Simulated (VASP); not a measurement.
Wanted: the native input for a VASP 6.6.1 run.

| Item | Value |
| --- | --- |
| Task | single point |
| Functional | PBE |
| Dispersion | D3(BJ) |
| Potentials or basis | VASP PAW PBE potentials, release 64 (Cs_sv, Sn_d, Br) |
| Cutoff | 500 eV |
| k mesh | 6 × 6 × 6 |
| Occupations | gaussian, width 0.02 eV |
| Spin | no spin polarisation |
| Dipole correction | no |
| Further INCAR settings | ALGO = Normal; EDIFF = 1e-06; NBANDS = 30 |

The structure of CsSnBr3 lies in POSCAR:

```
CsSnBr3
1.0
    5.8134756489      0.0000000000      0.0000000000
    0.0000000000      5.8134756489      0.0000000000
    0.0000000000      0.0000000000      5.8134756489
Cs Sn Br
1 1 3
Direct
    0.0000000000      0.0000000000      0.0000000000
    0.5000000000      0.5000000000      0.5000000000
    0.5000000000      0.0000000000      0.5000000000
    0.5000000000      0.5000000000      0.0000000000
    0.0000000000      0.5000000000      0.5000000000
```

The input as run:

INCAR

```
PREC     = Accurate       # precision mode
ENCUT    = 500            # plane-wave cutoff, eV
EDIFF    = 1E-6           # SCF threshold, eV
ISMEAR   = 0              # smearing method
SIGMA    = 0.02           # smearing width, eV
LREAL    = False          # projectors in reciprocal space
LASPH    = True           # aspherical terms in the spheres
NELM     = 120            # most SCF steps
ALGO     = Normal         # electronic algorithm
ISIF     = 2              # what is computed and relaxed
LWAVE    = False          # write WAVECAR
LCHARG   = False          # write CHGCAR
GGA      = PE             # functional
IVDW     = 12             # dispersion correction
NBANDS   = 30             # bands
GGA_COMPAT= False
```

KPOINTS

```
Automatic mesh
0
Gamma
  6 6 6
```

Potentials or basis: VASP PAW PBE potentials, release 64 (Cs_sv, Sn_d, Br).

Run with:

```console
$ cat potpaw_PBE.64/Cs_sv/POTCAR potpaw_PBE.64/Sn_d/POTCAR potpaw_PBE.64/Br/POTCAR > POTCAR
$ mpirun -np 1 vasp_std > vasp.out
```

Results of the run:

The pressure is 0.0 GPa. The band gap on the k mesh is 0.43 eV, direct and the dispersion energy per atom is -0.218 eV.

Caveat: spin-orbit coupling is left out, which moves the levels of the heavy elements.

It took 49 s on 1 thread of Intel(R) Xeon(R) Platinum 8559C (Emerald Rapids), on a shared host, peak memory 0.31 GiB.
